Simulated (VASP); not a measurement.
Input of a VASP 6.6.1 run:

File POSCAR:

```
Ni
1.0
    0.0000000000      1.7671500000      1.7671500000
    1.7671500000      0.0000000000      1.7671500000
    1.7671500000      1.7671500000      0.0000000000
Ni
1
Direct
    0.0000000000      0.0000000000      0.0000000000
```

The input INCAR.step1:

```
SYSTEM = Ni
  PREC = Accurate
  ENCUT = 520
  ISMEAR = -1
  SIGMA = 0.05
  LREAL = .False.
  LASPH = .True.
  NELM = 150
  ISPIN = 2
  MAGMOM = 0.27
  NUPDOWN = 0.27
  LMAXMIX = 4
  NBANDS = 15
  GGA = PE
  ALGO = Normal
  EDIFF = 1E-4
  LWAVE = .True.
  LCHARG = .False.
```

INCAR.step2

```
SYSTEM = Ni
  PREC = Accurate
  ENCUT = 520
  EDIFF = 1E-6
  ISMEAR = -1
  SIGMA = 0.05
  LREAL = .False.
  LASPH = .True.
  NELM = 150
  ALGO = Normal
  ISIF = 2
  LWAVE = .False.
  LCHARG = .False.
  ISPIN = 2
  MAGMOM = 0.27
  LORBIT = 11
  NUPDOWN = 0.27
  LMAXMIX = 4
  METAGGA = R2SCAN
  LMIXTAU = .True.
  NBANDS = 15
  ISTART = 1
```

File KPOINTS:

```
regular mesh
0
Gamma
  11 11 11
  0 0 0
```

Potentials or basis: VASP PAW PBE potentials, release 64 (Ni).

Command:

```sh
$ cat potpaw_PBE.64/Ni/POTCAR > POTCAR
$ cp INCAR.step1 INCAR
$ mpirun -np 1 vasp_std > vasp.out
$ cp INCAR.step2 INCAR
$ mpirun -np 1 vasp_std > vasp.out
```

Q: Predict the pressure.

A: -10.8 GPa.

Caveat: the PAW data sets were made with another functional, which shifts forces and pressure a little; the total moment is fixed, so each spin has its own Fermi level.
